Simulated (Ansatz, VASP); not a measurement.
# CS2: VASP beside Ansatz

File INCAR:

```
SYSTEM = CS2
PREC = Accurate
ENCUT = 600
EDIFF = 1E-6
ISMEAR = 0
SIGMA = 0.1
LREAL = .False.
LASPH = .True.
NELM = 60
ALGO = Normal
ISIF = 3
LWAVE = .False.
LCHARG = .False.
GGA = PE
IVDW = 12
IBRION = 2
NSW = 100
EDIFFG = -0.01
```

Contents of KPOINTS:

```
regular mesh
0
Gamma
  12 12 20
  0 0 0
```

File POSCAR:

```
CS2
1.0
    4.1836237640      0.0000000000      0.0000000000
    0.0000000000      4.1836237640      0.0000000000
    0.0000000000      0.0000000000      2.2246552262
C S
1 2
Direct
    0.0000000000      0.0000000000      0.0000000000
    0.0000000000      0.5000000000      0.0000000000
    0.5000000000      0.0000000000      0.0000000000
```

Input for Ansatz:

```yaml
crystal:
  lattice:
    - [4.183623764, 0.0, 0.0]
    - [0.0, 4.183623764, 0.0]
    - [0.0, 0.0, 2.2246552262]
  atoms:
    - { symbol: C, position: [0.0, 0.0, 0.0] }
    - { symbol: S, position: [0.0, 0.5, 0.0] }
    - { symbol: S, position: [0.5, 0.0, 0.0] }
basis:
  ecutwfc: 420
kpoints:
  mp_grid: { grid: [12, 12, 20] }
hamiltonian:
  xc: pbe
  dispersion: d3bj
scf:
  occupations: { method: gaussian, width: 0.1 }
output:
  forces: true
  stress: true
  eigenvalues: true
  write_density: true
  write_potential: true
  elf: true
  volumetric_format: npy
relax:
  adjacent_minimum: "off"
  f_tol: 0.01
  max_steps: 80
  cell: { stress_tol: 0.05 }
```

Alike in both runs: task relaxation of cell and atoms; functional PBE; dispersion D3(BJ); k mesh 12 × 12 × 20; occupations gaussian, width 0.1 eV; no spin polarisation.

|  | VASP | Ansatz |
| --- | --- | --- |
| version | VASP 6.6.1 | Ansatz 0.2.0 |
| potentials or method | VASP PAW PBE potentials, release 64 (C, S), cutoff 600 eV | scalar-relativistic, plane waves, PAW |
| valence electrons in the cell | 16 | 16 |

VASP gave:

```
gap on the k mesh at the Fermi level, each at its own relaxed structure (eV) : none
relaxed volume (Å³/atom)                                                     : 12.94
relaxed cell length with the largest relative difference (Å)                 : 2.237
```

Task: Estimate Ansatz's values.

Result: gap on the k mesh at the Fermi level, each at its own relaxed structure (eV): none; relaxed volume (Å³/atom): 12.98; relaxed cell length with the largest relative difference (Å): 2.240.

A gap of «none» marks a metal or a gap that the smearing closes.
